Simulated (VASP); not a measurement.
Input of a VASP 6.6.1 run:

Contents of INCAR:

```
SYSTEM = W
ALGO     = Normal         ! electronic algorithm
EDIFF    = 1E-6           ! SCF threshold, eV
ENCUT    = 520            ! plane-wave cutoff, eV
GGA      = PE             ! functional
ISIF     = 2              ! what is computed and relaxed
ISMEAR   = -1             ! smearing method
LASPH    = .TRUE.         ! aspherical terms in the spheres
LCHARG   = .FALSE.        ! write CHGCAR
LREAL    = .FALSE.        ! projectors in reciprocal space
LWAVE    = .FALSE.        ! write WAVECAR
NBANDS   = 21             ! bands
NELM     = 60             ! most SCF steps
PREC     = Accurate       ! precision mode
SIGMA    = 0.1            ! smearing width, eV
```

KPOINTS

```
k-points
0
G
  17 17 9
  0 0 0
```

POSCAR

```
W
1.0
    2.6435304265      0.0000000000      0.0000000000
   -1.3217652133      2.2893645050      0.0000000000
    0.0000000000      0.0000000000      4.5861343546
W
2
Direct
    0.3333333333      0.6666666667      0.2500000000
    0.6666666667      0.3333333333      0.7500000000
```

Potentials or basis: VASP PAW PBE potentials, release 64 (W_sv).

Run with:

```console
$ cat potpaw_PBE.64/W_sv/POTCAR > POTCAR
$ mpirun -np 1 vasp_std > vasp.out
```

**Question.** Estimate the band gap on the k mesh.

**Answer.** Zero (band 14 reaches 14.46 eV, above the bottom of band 15 at 12.43 eV).

**Question.** Predict the pressure.

**Answer.** 69.6 GPa.

Stress tensor (GPa, compression positive):
```
69.72  0.00  0.00
 0.00 69.72  0.00
 0.00  0.00 69.50
```

Caveat: spin-orbit coupling is left out, which moves the levels of the heavy elements.
